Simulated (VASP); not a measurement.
Input of a VASP 6.6.1 run:

Contents of INCAR:

```
SYSTEM = TiSn2O6
PREC = Accurate
ENCUT = 520
EDIFF = 1E-6
ISMEAR = 0
SIGMA = 0.1
LREAL = .False.
LASPH = .True.
NELM = 60
ALGO = Normal
ISIF = 2
LWAVE = .False.
LCHARG = .False.
GGA = PE
NBANDS = 48
```

Contents of KPOINTS:

```
regular mesh
0
Gamma
  4 4 4
  0 0 0
```

POSCAR

```
TiSn2O6
1.0
   -0.0117666118      3.1618938740     -0.0147126079
   -0.1928890362     -0.0234722468      4.9376678662
    7.4179738118     -1.6083903746     -0.0214006102
Ti Sn O
1 2 6
Direct
    0.3955053722      0.9677893027      0.6857420326
    0.6548419624      0.0249958424      0.3151272378
    0.9890996044      0.4991580138      0.9918947592
    0.4257038812      0.6899404869      0.8643330239
    0.7733766825      0.8014793004      0.5611913713
    0.0895269377      0.8180336073      0.1892490734
    0.8861308503      0.1791119843      0.8026506506
    0.2287662824      0.1927037928      0.4615154799
    0.5570484268      0.3267876692      0.1282963710
```

Potentials or basis: VASP PAW PBE potentials, release 64 (Ti_sv, Sn_d, O).

Command:

```bash
$ cat potpaw_PBE.64/Ti_sv/POTCAR potpaw_PBE.64/Sn_d/POTCAR potpaw_PBE.64/O/POTCAR > POTCAR
$ mpirun -np 1 vasp_std > vasp.out
```

(1) Estimate the band gap on the k mesh.

(2) What does it give for the pressure?

(3) Estimate the largest force.

Results:

(1) 1.93 eV (least direct gap 2.06 eV).

(2) 0.6 GPa.

(3) 0.082 eV/Å.

Caveat: the k points lie up to 0.51 Å⁻¹ apart; spin-orbit coupling is left out, which moves the levels of the heavy elements.
